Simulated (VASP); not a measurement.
Wanted: the native input for a VASP 6.6.1 run.

| Property | Result |
| --- | --- |
| Task | single point |
| Functional | PBE |
| Potentials or basis | VASP PAW PBE potentials, release 64 (Ta_pv, Nb_sv, F) |
| Cutoff | 520 eV |
| k mesh | 6 × 6 × 6 |
| Occupations | gaussian, width 0.1 eV |
| Spin | no spin polarisation |
| Dipole correction | no |
| Further INCAR settings | ALGO = Normal; EDIFF = 1e-06; NBANDS = 41 |

The structure of TaNb3F2 lies in POSCAR:

```
TaNb3F2
1.0
    2.6207755400      1.5131054700      3.8298234200
   -2.6207755400      1.5131054700      3.8298234200
    0.0000000000     -3.0262109300      3.8298234200
Ta Nb F
1 3 2
Direct
    0.0000000000      0.0000000000      0.0000000000
    0.0000000000      0.5000000000      0.0000000000
    0.5000000000      0.0000000000      0.0000000000
    0.0000000000      0.0000000000      0.5000000000
    0.6285859900      0.6285859900      0.6285859900
    0.3714140100      0.3714140100      0.3714140100
```

These files were run (other wordings do the same):

INCAR

```
PREC = Accurate ; ENCUT = 520
EDIFF = 1E-6 ; ISMEAR = 0
SIGMA = 0.1 ; LREAL = F
LASPH = T ; NELM = 60
ALGO = Normal ; ISIF = 2
LWAVE = F ; LCHARG = F
GGA = PE ; NBANDS = 41
```

KPOINTS

```
regular mesh
0
Gamma
  6 6 6
```

Potentials or basis: VASP PAW PBE potentials, release 64 (Ta_pv, Nb_sv, F).

Run with:

```bash
$ cat potpaw_PBE.64/Ta_pv/POTCAR potpaw_PBE.64/Nb_sv/POTCAR potpaw_PBE.64/F/POTCAR > POTCAR
$ mpirun -np 1 vasp_std > vasp.out
```

It gave:

```yaml
Pressure: 29.2 GPa
Largest_force: 0.268 eV/Å
Band_gap_on_the_k_mesh: zero (band 32 reaches 9.15 eV, above the bottom of band 33 at 7.85 eV)
```

Caveat: spin-orbit coupling is left out, which moves the levels of the heavy elements.

It took 58 s on 1 thread of Intel(R) Xeon(R) 6975P-C (Granite Rapids), with other jobs on the host, peak memory 0.26 GiB.
